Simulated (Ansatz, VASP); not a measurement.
**Be: VASP beside Ansatz**

```
CELL_PARAMETERS angstrom
2.22808 0.00000 0.00000
0.00000 2.51004 0.00000
0.00000 0.00000 3.07024
ATOMIC_POSITIONS crystal
Be 0.00000 0.00000 0.06703
Be 0.50000 0.50000 0.93297
```

Alike in both runs: task relaxation of cell and atoms; functional PBE; k mesh 8 × 6 × 6; occupations gaussian, width 0.1 eV; no spin polarisation.

|  | VASP | Ansatz |
| --- | --- | --- |
| version | VASP 6.6.1 | Ansatz 0.2.0 |
| potentials or method | VASP PAW PBE potentials, release 64 (Be), cutoff 600 eV | scalar-relativistic, plane waves, PAW |
| valence electrons in the cell | 4 | 4 |

VASP gave:

| Quantity | Value |
| --- | --- |
| gap on the k mesh at the Fermi level, each at its own relaxed structure (eV) | none |
| relaxed volume (Å³/atom) | 7.93 |
| relaxed length of the cell vector where the two differ most in proportion (Å) | 3.118 |

**Question.** Which values does Ansatz return?

**Answer.** gap on the k mesh at the Fermi level, each at its own relaxed structure (eV): none; relaxed volume (Å³/atom): 7.87; relaxed length of the cell vector where the two differ most in proportion (Å): 2.339.

A gap of «none» marks a metal or a gap that the smearing closes. One of these differences is far larger than is usual between the two programs; its cause wasn't traced.

The k mesh is coarse, so the values compare programs but aren't converged.
